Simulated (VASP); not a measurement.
Runs of VASP 6.6.1 on TePb. The structure is hexagonal, space group P6_3/mmc (No. 194). The conventional cell has a = 4.544 Å, b = 4.544 Å, c = 7.926 Å, α = 90.00°, β = 90.00°, γ = 120.00°. Pb (site symmetry -3m) has 6 Te at 3.29 Å and 2 Pb at 3.96 Å within 4.3 Å. Within 4.3 Å of Te (site symmetry -6m2) lie 6 Pb at 3.29 Å. 

| level | spin | smearing | gap on the mesh (eV) | pressure (GPa) |
| --- | --- | --- | --- | --- |
| PBEsol | off | fermi-dirac 0.02 eV | none | -1.6 |
| PBEsol+D3(BJ) | off | fermi-dirac 0.02 eV | none | -3.3 |
| PBEsol | collinear, zero start | fermi-dirac 0.02 eV | none | -1.6 |
| PBEsol | off | methfessel-paxton 0.001 eV | none | -1.6 |
| PBEsol+D4 | off | fermi-dirac 0.02 eV | none | (a) |

Alike in all rows: task single point; potentials or basis VASP PAW PBE potentials, release 64 (Pb_d, Te); cell as given; k mesh 6 × 6 × 2; cutoff (eV) 520.

Question: Fill in the values left out.

Answer: (a) -2.4.

Caveats: all runs use coarse meshes; the PAW data sets were made with another functional, which shifts forces and pressure a little; spin-orbit coupling is left out, which moves the levels of the heavy elements; pairwise dispersion overbinds metals, which lowers pressure and volume (some runs).

A k mesh can miss the band edges, and the runs leave out spin-orbit coupling on Pb, Te.

A gap of «none» marks levels without a gap at the run's occupations.
